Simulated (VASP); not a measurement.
Set up this calculation in VASP 6.6.1, as the native input.

```
Task                   : single point
Functional             : PBE
Potentials or basis    : VASP PAW PBE potentials, release 64 (Be, H, O)
Cutoff                 : 520 eV
k mesh                 : 12 × 12 × 2
Occupations            : gaussian, width 0.02 eV
Spin                   : no spin polarisation
Dipole correction      : no
Further INCAR settings : ALGO = Normal; EDIFF = 1e-06; NBANDS = 25
```

The structure of Be2H3O lies in POSCAR:

```
Be2H3O
1.0
    2.6015563940      0.0000000000      0.0000000000
   -1.3007781970      2.2530139265      0.0000000000
    0.0000000000      0.0000000000     20.8854203349
Be H O
4 6 2
Direct
    0.6666666667      0.3333333333      0.8293731835
    0.0000000000      0.0000000000      0.6194692413
    0.3333333333      0.6666666667      0.1706268165
    0.0000000000      0.0000000000      0.3805307587
    0.0000000000      0.0000000000      0.0178219833
    0.0000000000      0.0000000000      0.9821780167
    0.6666666667      0.3333333333      0.6579218805
    0.3333333333      0.6666666667      0.5810032169
    0.3333333333      0.6666666667      0.3420781195
    0.6666666667      0.3333333333      0.4189967831
    0.3333333333      0.6666666667      0.8293702179
    0.6666666667      0.3333333333      0.1706297821
```

The input as run:

INCAR

```
SYSTEM = Be2H3O
PREC = Accurate
ENCUT = 520
EDIFF = 1E-6
ISMEAR = 0
SIGMA = 0.02
LREAL = .FALSE.
LASPH = .TRUE.
NELM = 100
ALGO = Normal
ISIF = 2
LWAVE = .FALSE.
LCHARG = .FALSE.
GGA = PE
NBANDS = 25
```

KPOINTS

```
regular mesh
0
G
  12 12 2
  0 0 0
```

Potentials or basis: VASP PAW PBE potentials, release 64 (Be, H, O).

Run with:

```sh
$ cat potpaw_PBE.64/Be/POTCAR potpaw_PBE.64/H/POTCAR potpaw_PBE.64/O/POTCAR > POTCAR
$ mpirun -np 1 vasp_std > vasp.out
```

It gave:

```
Pressure               : -0.1 GPa
Largest force          : 0.013 eV/Å
Band gap on the k mesh : 4.20 eV (least direct gap 4.45 eV)
```

Run time: 95 s on 1 thread of Intel(R) Xeon(R) Platinum 8488C (Sapphire Rapids), with other jobs on the host, peak memory 0.28 GiB.
